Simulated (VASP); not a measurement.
# Mg (P6_3/mmc) in VASP: a series of runs, part 2 of 2

VASP 6.6.1. Earlier steps stand in the parts before.

## Step 3: Single point, PBE

This run uses another cell than the first one, of 22.31 Å³/atom, 0.980 times its volume.

The input, INCAR:

```
SYSTEM = Mg
ALGO = Normal ; EDIFF = 1E-6
ENCUT = 520 ; GGA = PE
ISIF = 2 ; ISMEAR = -1
LASPH = .True. ; LCHARG = .True.
LELF = .True. ; LREAL = .False.
LVHAR = .True. ; LWAVE = .False.
NBANDS = 9 ; NELM = 80
PREC = Accurate ; SIGMA = 0.05
```

The input, KPOINTS:

```
k-points
0
Gamma
  10 10 5
  0 0 0
```

The input, POSCAR:

```
Mg
1.0
    3.1659257641      0.0000000000      0.0000000000
   -1.5829628820      2.7417721382      0.0000000000
    0.0000000000      0.0000000000      5.1398819084
Mg
2
Direct
    0.6666666667      0.3333333333      0.7500000000
    0.3333333333      0.6666666667      0.2500000000
```

Potentials or basis: VASP PAW PBE potentials, release 64 (Mg).

On the command line:

```sh
$ cat potpaw_PBE.64/Mg/POTCAR > POTCAR
$ mpirun -np 1 vasp_std > vasp.out
```

OUTCAR:

```text
SYSTEM = Mg
   EDIFF = 1E-6
   ENCUT = 520
   GGA = PE
   ISIF = 2
   ISMEAR = -1
   LASPH = .True.
   LREAL = .False.
   NELM = 80
   PREC = Accurate

 ion  position               nearest neighbor table
   1  0.667  0.333  0.750-   2 3.15   2 3.15   2 3.15   2 3.15   2 3.15   2 3.15
   2  0.333  0.667  0.250-   1 3.15   1 3.15   1 3.15   1 3.15   1 3.15   1 3.15

  LATTYP: Found a hexagonal cell.
 ALAT       =     3.1659257641
 C/A-ratio  =     1.6235004518

  Lattice vectors:

 A1 = (   3.1659257641,   0.0000000000,   0.0000000000)
 A2 = (  -1.5829628820,   2.7417721382,   0.0000000000)
 A3 = (   0.0000000000,   0.0000000000,   5.1398819084)

Analysis of symmetry for initial positions (statically):
=====================================================================
 Subroutine PRICEL returns:
 Original cell was already a primitive cell.

 Routine SETGRP: Setting up the symmetry group for a
 hexagonal supercell.

 Subroutine GETGRP returns: Found 24 space group operations
 (whereof 12 operations were pure point group operations)
 out of a pool of 24 trial point group operations.

The static configuration has the point symmetry D_3d.
 The point group associated with its full space group is D_6h.

Analysis of symmetry for dynamics (positions and initial velocities):
=====================================================================
 Subroutine PRICEL returns:
 Original cell was already a primitive cell.

 Routine SETGRP: Setting up the symmetry group for a
 hexagonal supercell.

 Subroutine GETGRP returns: Found 24 space group operations
 (whereof 12 operations were pure point group operations)
 out of a pool of 24 trial point group operations.

The dynamic configuration has the point symmetry D_3d.
 The point group associated with its full space group is D_6h.

 Subroutine INISYM returns: Found 24 space group operations
 (whereof 12 operations are pure point group operations),
 and found     1 'primitive' translations

----------------------------------------------------------------------------------------

                                     Primitive cell

  volume of cell :      44.6154

  direct lattice vectors                    reciprocal lattice vectors
     3.165925764  0.000000000  0.000000000     0.315863376  0.182363805  0.000000000
    -1.582962882  2.741772138  0.000000000     0.000000000  0.364727610  0.000000000
     0.000000000  0.000000000  5.139881908     0.000000000  0.000000000  0.194556999

  length of vectors
     3.165925764  3.165925764  5.139881908     0.364727610  0.364727610  0.194556999

  position of ions in fractional coordinates (direct lattice)
     0.666666667  0.333333333  0.750000000
     0.333333333  0.666666667  0.250000000

  ion indices of the primitive-cell ions
   primitive index   ion index
                 1           1
                 2           2

----------------------------------------------------------------------------------------

 KPOINTS: k-points

Automatic generation of k-mesh.
 Grid dimensions read from file:
 generate k-points for:   10   10    5

 Generating k-lattice:

  Cartesian coordinates                     Fractional coordinates (reciprocal lattice)
     0.031586338  0.018236381  0.000000000     0.100000000  0.000000000  0.000000000
     0.000000000  0.036472761  0.000000000     0.000000000  0.100000000  0.000000000
     0.000000000  0.000000000  0.038911400     0.000000000  0.000000000  0.200000000

  Length of vectors
     0.036472761  0.036472761  0.038911400

  Shift w.r.t. Gamma in fractional coordinates (k-lattice)
     0.000000000  0.000000000  0.000000000

 Subroutine IBZKPT returns following result:
 ===========================================

 Found     42 irreducible k-points:

 Following reciprocal coordinates:
            Coordinates               Weight
  0.000000  0.000000  0.000000      1.000000
  0.100000 -0.000000  0.000000      6.000000
  0.200000 -0.000000  0.000000      6.000000
  0.300000  0.000000  0.000000      6.000000
  0.400000 -0.000000  0.000000      6.000000
  0.500000 -0.000000  0.000000      3.000000
[... 16 lines left out ...]
  0.300000  0.100000  0.200000     24.000000
  0.400000  0.100000  0.200000     24.000000
 [... further k-points ...]
   k-points           NKPTS =     42   k-points in BZ     NKDIM =     42   number of bands    NBANDS=      9
   number of dos      NEDOS =    301   number of ions     NIONS =      2
   total plane-waves  NPLWV =  23040
   dimension x,y,z NGX =    24 NGY =   24 NGZ =   40
   dimension x,y,z NGXF=    48 NGYF=   48 NGZF=   80
   ions per type =               2
   NGX,Y,Z   is equivalent  to a cutoff of  12.60, 12.60, 12.94 a.u.
   NGXF,Y,Z  is equivalent  to a cutoff of  25.21, 25.21, 25.88 a.u.
 SYSTEM =  Mg
   PREC   = accura    normal or accurate (medium, high low for compatibility)
   ISTART =      0    job   : 0-new  1-cont  2-samecut
   ICHARG =      2    charge: 1-file 2-atom 10-const
   ISPIN  =      1    spin polarized calculation?
   LNONCOLLINEAR =      F non collinear calculations
   LSORBIT =      F    spin-orbit coupling
   LASPH  =      T    aspherical Exc in radial PAW
   ENCUT  =  520.0 eV  38.22 Ry    6.18 a.u.   5.89  5.89  9.56*2*pi/ulx,y,z
   NELM   =     80;   NELMIN=  2; NELMDL= -5     # of ELM steps
   EDIFF  = 0.1E-05   stopping-criterion for ELM
   LREAL  =      F    real-space projection
   EDIFFG = 0.1E-04   stopping-criterion for IOM
   NSW    =      0    number of steps for IOM
   IBRION =     -1    ionic relax: 0-MD 1-quasi-New 2-CG
   NFREE  =      0    steps in history (QN), initial steepest desc. (CG)
   ISIF   =      2    stress and relaxation
   ISYM   =      2    0-nonsym 1-usesym 2-fastsym
   POTIM  = 0.5000    time-step for ionic-motion
   TEBEG  =    0.0;   TEEND  =   0.0 temperature during run
   PSTRESS=    0.0 pullay stress
   NELECT =       4.0000    total number of electrons
   NUPDOWN=      -1.0000    fix difference up-down
   EMIN   =  10.00;   EMAX   =-10.00  energy-range for DOS
   EFERMI =   0.00;   METHOD = LEGACY
   ISMEAR =    -1;   SIGMA  =   0.05  broadening in eV -4-tet -1-fermi 0-gaus
   EFERMI_NEDOS =   21; number of points for ismear=-14 and -15
   IALGO  =     38    algorithm
   IMIX   =      4    mixing-type and parameters
     AMIX     =   0.40;   BMIX     =  1.00
     AMIX_MAG =   1.60;   BMIX_MAG =  1.00
  volume/ion in A,a.u.               =      22.31       150.54
  Fermi-wavevector in a.u.,A,eV,Ry     =   0.732712  1.384624  7.304510  0.536866
  Thomas-Fermi vector in A             =   1.825242
   LORBIT       =      0    0 simple, 1 ext, 2 COOP (PROOUT), +10 PAW based schemes
   GGA     = PE    functional components
   LHFCALC =     F    Hartree Fock is set to
   AEXX    =    0.0000 exact exchange contribution
   IVDW    =     0    specifies the selected vdW correction
   LEPSILON=     F    determine dielectric tensor
   LRPA    =     F    only Hartree local field effects (RPA)
 non-spin polarized calculation
  energy-cutoff  :      520.00
  volume of cell :       44.62
 maximum number of plane-waves:      1214
 NGX is ok and might be reduce to    24
   NGX = 11   NGY = 11   NGZ = 19

 number of electron       4.0000000 magnetization

 Free energy of the ion-electron system (eV)
  ---------------------------------------------------
  ext. energy  EPLUGINS =         0.00000000
  ---------------------------------------------------
  free energy    TOTEN  =        -3.00374830 eV

  energy without entropy =       -2.99239917  energy(sigma->0) =       -2.99807373

 E-fermi :   2.8126     XC(G=0):  -8.5802

 val. band max:        2.7784265878   @ k =   0.4000   0.1000   0.4000
 cond. band min:       2.8346883073   @ k =   0.3000   0.3000   0.0000
 fundamental gap:      0.0562617195
 Fermi energy:         2.8125788250

 k-point     1 :       0.0000    0.0000    0.0000
  band No.  band energies     occupation
      1      -4.2713      2.00000
      2       1.0545      2.00000
      3       1.5443      2.00000
      4      13.8908      0.00000
      5      13.8908      0.00000
      6      14.0638      0.00000
      7      14.0638      0.00000
      8      14.7828      0.00000
      9      16.4759      0.00000
[... 265 lines left out ...]
 k-point    24 :       0.4000    0.1000    0.2000
  band No.  band energies     occupation
      1       0.0664      2.00000
      2       1.9051      2.00000
      3       3.4040      0.00001
      4       5.1693      0.00000
      5       7.1380      0.00000
      6       8.1938      0.00000
      7       9.7536      0.00000
      8      11.0048      0.00000
      9      13.5719      0.00000

 [... further k-points ...]

------------------------ aborting loop because EDIFF is reached ----------------------------------------

  FORCE on cell =-STRESS in cart. coord.  units (eV):
  Direction    XX          YY          ZZ          XY          YZ          ZX
  --------------------------------------------------------------------------------------
  -------------------------------------------------------------------------------------
  Total        0.1806821      0.1806821      0.4850933      0.0000000      0.0000000      0.0000000
  in kB        6.4884445      6.4884445     17.4200980      0.0000000      0.0000000      0.0000000
  external PRESSURE =      10.1323290 kB  Pullay stress =       0.0000000 kB

 VOLUME and BASIS-vectors are now :
 -----------------------------------------------------------------------------
  energy-cutoff  :      520.00
  volume of cell :       44.62
      direct lattice vectors                 reciprocal lattice vectors
     3.165925764  0.000000000  0.000000000     0.315863376  0.182363805  0.000000000
    -1.582962882  2.741772138  0.000000000     0.000000000  0.364727610  0.000000000
     0.000000000  0.000000000  5.139881908     0.000000000  0.000000000  0.194556999

 POSITION                                       TOTAL-FORCE (eV/Angst)
 -----------------------------------------------------------------------------------
      1.58296      0.91392      3.85491         0.000000     -0.000000      0.000000
     -0.00000      1.82785      1.28497        -0.000000      0.000000      0.000000
 -----------------------------------------------------------------------------------
    total drift:                                0.000000     -0.000000      0.000000

  FREE ENERGIE OF THE ION-ELECTRON SYSTEM (eV)
  ---------------------------------------------------
  free  energy   TOTEN  =        -3.0037483004 eV

  energy  without entropy=       -2.9923991679  energy(sigma->0) =       -2.99807373
```

stdout:

```text
POSCAR found type information on POSCAR Mg
 POSCAR found :  1 types and       2 ions
 scaLAPACK will be used
 LDA part: xc-table for (Slater+PW92), standard interpolation
 POSCAR, INCAR and KPOINTS ok, starting setup
 FFT: planning ... GRIDC
 FFT: planning ... GRID_SOFT
 FFT: planning ... GRID
 WAVECAR not read
 entering main loop
```

Run time: 4.8 s. Hardware: 1 thread of Intel Xeon 6975P-C (Granite Rapids), shared host; peak memory 0.15 GiB.

Results:

| Item | Value |
| --- | --- |
| Free energy | -3.0037 eV |
| Pressure | 1.0 GPa |
| Band gap on the k mesh | zero (band 2 reaches 3.44 eV, above the bottom of band 3 at 1.54 eV) |

Levels at points of the mesh, in eV from the Fermi level:
```tsv
k point	band 1	band 2	band 3	band 4	band 5	band 6	band 7
(0.00, 0.00, 0.00)	-7.08	-1.76	-1.27	11.08	11.08	11.25	11.25
(0.50, 0.00, 0.00)	-2.22	-2.18	2.68	3.01	3.33	3.74	7.00
```
